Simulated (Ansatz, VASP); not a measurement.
This is a calculation of N for VASP 6.6.1.

The input POSCAR:

```
N
1.0
    4.0840619700      0.0000000000      0.0000000000
    0.0000000000      4.0840619700      0.0000000000
    0.0000000000      0.0000000000      5.3459132500
N
4
Direct
    0.4042752000      0.5957248000      0.5000000000
    0.0957248000      0.0957248000      0.0000000000
    0.5957248000      0.4042752000      0.5000000000
    0.9042752000      0.9042752000      0.0000000000
```

Contents of INCAR.step1:

```
ALGO     = Normal         # electronic algorithm
EDIFF    = 1E-5           # SCF threshold, eV
ENCUT    = 520            # plane-wave cutoff, eV
GGA      = PE             # functional
ISIF     = 2              # what is computed and relaxed
ISMEAR   = -1             # smearing method
LASPH    = True           # aspherical terms in the spheres
LCHARG   = False          # write CHGCAR
LREAL    = False          # projectors in reciprocal space
LWAVE    = True           # write WAVECAR
NBANDS   = 18             # bands
NELM     = 100            # most SCF steps
PREC     = Accurate       # precision mode
SIGMA    = 0.05           # smearing width, eV
```

INCAR.step2

```
AEXX     = 0.25           # exact-exchange fraction
ALGO     = Normal         # electronic algorithm
EDIFF    = 1E-7           # SCF threshold, eV
ENCUT    = 520            # plane-wave cutoff, eV
ISIF     = 2              # what is computed and relaxed
ISMEAR   = -1             # smearing method
ISTART   = 1            
LASPH    = True           # aspherical terms in the spheres
LCHARG   = False          # write CHGCAR
LHFCALC  = True           # exact exchange
LMIXTAU  = True         
LREAL    = False          # projectors in reciprocal space
LWAVE    = False          # write WAVECAR
METAGGA  = R2SCAN         # meta-GGA
NBANDS   = 18             # bands
NELM     = 100            # most SCF steps
PREC     = Accurate       # precision mode
PRECFOCK = Normal       
SIGMA    = 0.05           # smearing width, eV
```

File KPOINTS:

```
k-points
0
Gamma
  4 4 3
```

Potentials or basis: VASP PAW PBE potentials, release 64 (N).

The run is started by

```console
$ cat potpaw_PBE.64/N/POTCAR > POTCAR
$ cp INCAR.step1 INCAR
$ mpirun -np 1 vasp_std > vasp.out
$ cp INCAR.step2 INCAR
$ mpirun -np 1 vasp_std > vasp.out
```

Question: Set up the same calculation for Ansatz 0.2.0. Potentials there: Ansatz PAW.

Answer: As run (the cutoff follows the program's own potentials):

Contents of input.yaml:

```yaml
crystal:
  lattice:
    - [4.08406197, 0.0, 0.0]
    - [0.0, 4.08406197, 0.0]
    - [0.0, 0.0, 5.34591325]
  atoms:
    - { symbol: "N", position: [0.4042752, 0.5957248, 0.5] }
    - { symbol: "N", position: [0.0957248, 0.0957248, 0.0] }
    - { symbol: "N", position: [0.5957248, 0.4042752, 0.5] }
    - { symbol: "N", position: [0.9042752, 0.9042752, 0.0] }
hamiltonian:
  xc: { exchange: r2scan, correlation: r2scan, exx: { coeff: 0.25 } }
  pseudopotentials: { kind: paw }
kpoints:
  mp_grid: { grid: [4, 4, 3] }
scf:
  occupations: { method: fermi_dirac, width: 0.05 }
output:
  forces: true
  stress: true
  eigenvalues: true
```

Potentials or basis: Ansatz PAW.

The run is started by

```console
$ ansatz run input.yaml --threads 2 --pin off --max-ram 5632MiB --backend cpu --events-out ev --progress --plain --runs-dir out
```

Both were run:

|  | VASP | Ansatz | Ansatz less VASP |
| --- | --- | --- | --- |
| gap on the k mesh at the Fermi level (eV) | 10.39 | 10.45 | +0.052 |
| least direct gap on the mesh (eV) | 10.61 | 10.66 | +0.054 |
| pressure (GPa) | -1.9 | -4.4 | -2.51 |
| traceless stress, the component that is largest in VASP (GPa) | 1.65 | 4.51 | +2.853 |
| rms of the force components (eV/Å) | 0.716 | 1.973 | +1.2565 |

VASP's potentials were made for PBE, not for r2SCAN-based global hybrid. Atom by atom the forces differ by 1.257 eV/Å (rms over components). With one functional, cell and mesh, what is left measures potentials, basis and numerics.

Noted on VASP's run: the standard files for N, O and F lose accuracy on very short bonds. Noted on Ansatz's run: odd divisions of the mesh miss points on the zone boundary, where band edges often lie, so the gap on the mesh can be too wide.
